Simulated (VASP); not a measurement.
Here is a VASP 6.6.1 calculation.

Contents of INCAR:

```
SYSTEM = Ru
PREC     = Accurate       ! precision mode
ENCUT    = 600            ! plane-wave cutoff, eV
EDIFF    = 1E-6           ! SCF threshold, eV
ISMEAR   = -1             ! smearing method
SIGMA    = 0.1            ! smearing width, eV
LREAL    = .False.        ! projectors in reciprocal space
LASPH    = .True.         ! aspherical terms in the spheres
NELM     = 120            ! most SCF steps
ALGO     = Normal         ! electronic algorithm
ISIF     = 2              ! what is computed and relaxed
LWAVE    = .False.        ! write WAVECAR
LCHARG   = .True.         ! write CHGCAR
GGA      = CA             ! functional
LELF     = .True.         ! ELF
LVHAR    = .True.       
NBANDS   = 23             ! bands
GGA_COMPAT= .False.
```

The input KPOINTS:

```
regular mesh
0
Gamma
  7 7 4
  0 0 0
```

File POSCAR:

```
Ru
1.0
    2.6868442090      0.0000000000      0.0000000000
   -1.3434221045      2.3268753410      0.0000000000
    0.0000000000      0.0000000000      4.1966141698
Ru
2
Direct
    0.3333333333      0.6666666667      0.2500000000
    0.6666666667      0.3333333333      0.7500000000
```

Potentials or basis: VASP PAW LDA potentials, release 64 (Ru_sv).

Launch:

```sh
$ cat potpaw_LDA.64/Ru_sv/POTCAR > POTCAR
$ mpirun -np 1 vasp_std > vasp.out
```

Question: Predict the pressure.

Answer: 0.7 GPa.

Question: What does it give for the band gap on the k mesh?

Answer: Zero (band 16 reaches 17.08 eV, above the bottom of band 17 at 14.09 eV).

Stress tensor (GPa, compression positive):
```
0.69 0.00 0.00
0.00 0.69 0.00
0.00 0.00 0.77
```

Caveat: the k points lie up to 0.39 Å⁻¹ apart.
